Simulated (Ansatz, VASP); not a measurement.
# AgCl: VASP beside Ansatz

The input INCAR:

```
SYSTEM = AgCl
PREC = Accurate
ENCUT = 520
EDIFF = 1E-6
ISMEAR = 0
SIGMA = 0.05
LREAL = .False.
LASPH = .True.
NELM = 100
ALGO = Normal
ISIF = 2
LWAVE = .False.
LCHARG = .False.
GGA = PS
NBANDS = 16
```

Contents of KPOINTS:

```
Automatic mesh
0
Gamma
  12 12 12
  0 0 0
```

File POSCAR:

```
AgCl
1.0
    3.4177274781      0.0000000000      0.0000000000
    0.0000000000      3.4177274781      0.0000000000
    0.0000000000      0.0000000000      3.4177274781
Ag Cl
1 1
Direct
    0.0000000000      0.0000000000      0.0000000000
    0.5000000000      0.5000000000      0.5000000000
```

Input for Ansatz:

```yaml
crystal:
  lattice:
    - [3.4177274781, 0.0, 0.0]
    - [0.0, 3.4177274781, 0.0]
    - [0.0, 0.0, 3.4177274781]
  atoms:
    - { symbol: Ag, position: [0.0, 0.0, 0.0] }
    - { symbol: Cl, position: [0.5, 0.5, 0.5] }
basis:
  ecutwfc: 420
kpoints:
  mp_grid: { grid: [12, 12, 12] }
hamiltonian:
  xc: pbesol
scf:
  occupations: { method: gaussian, width: 0.05 }
output:
  forces: true
  stress: true
  eigenvalues: true
  write_density: true
  write_potential: true
  elf: true
  volumetric_format: npy
```

Alike in both runs: task single point; functional PBEsol; k mesh 12 × 12 × 12; occupations gaussian, width 0.05 eV; no spin polarisation.

```csv
,VASP,Ansatz
version,VASP 6.6.1,Ansatz 0.2.0
potentials or method,"VASP PAW PBE potentials, release 64 (Ag, Cl), cutoff 520 eV","scalar-relativistic, plane waves, PAW"
valence electrons in the cell,18,26
```

```csv
,VASP,Ansatz,Ansatz less VASP
gap on the k mesh at the Fermi level (eV),0.41,0.41,-0.001
least direct gap on the mesh (eV),1.98,1.98,-0.001
pressure (GPa),-4.1,-4.0,+0.10
```

VASP's potentials were made for PBE, not for PBEsol. With one functional, cell and mesh, what is left measures potentials, basis and numerics. VASP's potentials hold 18 valence electrons a cell and Ansatz's 26, so a difference there can come from the potentials and not from the codes.
